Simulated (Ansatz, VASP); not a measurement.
## Two plane-wave programs on Si

```
Si
1.0
     3.82000    0.00000    0.00000
    -1.91000    3.30822    0.00000
     0.00000    0.00000    6.32000
Si
4
Direct
  0.33333 0.66667 0.00000
  0.66667 0.33333 0.50000
  0.33333 0.66667 0.37400
  0.66667 0.33333 0.87400
```

Alike in both runs: task relaxation of cell and atoms; functional LDA; k mesh 9 × 9 × 6; occupations gaussian, width 0.02 eV; no spin polarisation.

|  | VASP | Ansatz |
| --- | --- | --- |
| version | VASP 6.6.1 | Ansatz 0.2.0 |
| potentials or method | VASP PAW LDA potentials, release 64 (Si), cutoff 600 eV | scalar-relativistic, plane waves, PAW |
| valence electrons in the cell | 16 | 16 |

```tsv
	VASP	Ansatz	Ansatz less VASP
gap on the k mesh at the Fermi level, each at its own relaxed structure (eV)	0.31	0.31	+0.003
relaxed volume (Å³/atom)	19.70	19.68	-0.014
relaxed cell length with the largest relative difference (Å)	3.803	3.802	-0.0009
```

Ansatz warns that its potentials were made for another functional, while VASP's fit it. LDA's correlation is that of Perdew and Zunger in VASP and of Perdew and Wang (1992) in Ansatz.
